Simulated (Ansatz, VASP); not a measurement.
Two plane-wave programs on Fe

```
Fe
1.0
    -1.41535    1.41535    1.41535
     1.41535   -1.41535    1.41535
     1.41535    1.41535   -1.41535
Fe
1
Direct
  0.00000 0.00000 0.00000
```

Alike in both runs: functional PBE; k mesh 21 × 21 × 21; occupations fermi-dirac, width 0.08 eV; collinear spin.

Ansatz relaxed the structure, and its values are those at the end. VASP's run is a single point on that final structure, the one shown.

```csv
,VASP,Ansatz
version,VASP 6.6.1,Ansatz 0.2.0
potentials or method,"VASP PAW PBE potentials, release 64 (Fe)","PAW with Ansatz's default frozen-core files, scalar-relativistic"
plane-wave cutoff (eV),520,420
valence electrons in the cell,8,16
```

VASP gave:

| Item | Value |
| --- | --- |
| pressure (GPa) | -0.4 |
| net moment per atom (μB) | 2.17 |
| size of the moment on the site where the two differ most (μB) | 2.17 |

**Question.** Estimate Ansatz's values.

**Answer.** Pressure (GPa): 0.0; net moment per atom (μB): 2.15; size of the moment on the site where the two differ most (μB): 2.20.

Site moments also hang on the region over which each program counts them. VASP's potentials hold 8 valence electrons a cell and Ansatz's 16, so a difference there can come from the potentials and not from the codes.
